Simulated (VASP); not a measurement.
MgO:

```
CELL_PARAMETERS angstrom
0.00000 2.14421 2.07796
2.14421 0.00000 2.07796
2.14421 2.14421 0.00000
ATOMIC_POSITIONS crystal
Mg 0.00000 0.00000 0.00000
O 0.50000 0.50000 0.50000
```

This cell differs from its parent crystal: epitaxial xy strain +2.0%.

Base run:

| Item | Value |
| --- | --- |
| Program | VASP 6.6.1 |
| Functional | r2SCAN |
| Potentials or basis | VASP PAW PBE potentials, release 64 (Mg, O) |
| Cutoff | 520 eV |
| k mesh | 10 × 10 × 10 |
| Occupations | gaussian, width 0.01 eV |
| Spin | no spin polarisation |

Its results: band gap on the k mesh 5.35 eV, direct; pressure -5.2 GPa.

Question: The run is repeated on the same cell with these changes: functional from r2SCAN to PBE; occupations from gaussian, width 0.01 eV to fermi-dirac, width 0.02 eV. What comes out?

Answer: Band gap on the k mesh 4.48 eV, direct; pressure 0.7 GPa.

Caveats: the PAW data sets were made with another functional, which shifts forces and pressure a little (some runs).

